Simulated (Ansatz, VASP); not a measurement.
Al12H in VASP and in Ansatz

```xyz
13
Lattice="5.6789 0.0000 0.0000 0.0000 5.6789 0.0000 0.0000 0.0000 21.1413" Properties=species:S:1:pos:R:3 pbc="T T T"
Al    1.4197    1.4197    4.0000
Al    1.4197    4.2591    4.0000
Al    4.2591    1.4197    4.0000
Al    4.2591    4.2591    4.0000
Al    0.0000    0.0000    6.0693
Al    0.0000    2.8394    6.0693
Al    2.8394    0.0000    6.0693
Al    2.8394    2.8394    6.0693
Al    1.4197    1.4197    8.1413
Al    1.4197    4.2591    8.1413
Al    4.2591    1.4197    8.1413
Al    4.2591    4.2591    8.1413
H     2.3662    2.3662   10.2113
```

Alike in both runs: task single point; functional PBEsol; k mesh 5 × 5 × 1; occupations gaussian, width 0.1 eV; no spin polarisation.

|  | VASP | Ansatz |
| --- | --- | --- |
| version | VASP 6.6.1 | Ansatz 0.2.0 |
| potentials or method | VASP PAW PBE potentials, release 64 (Al, H), cutoff 520 eV | scalar-relativistic, plane waves, PAW |
| valence electrons in the cell | 37 | 37 |

|  | VASP | Ansatz | Ansatz less VASP |
| --- | --- | --- | --- |
| gap on the k mesh at the Fermi level (eV) | none | none | - |
| rms of the force components (eV/Å) | 0.306 | 0.306 | -0.0005 |

VASP's potentials were made for PBE, not for PBEsol. Atom by atom the forces differ by 0.001 eV/Å (rms over components). A gap of «none» marks a metal or a gap that the smearing closes.
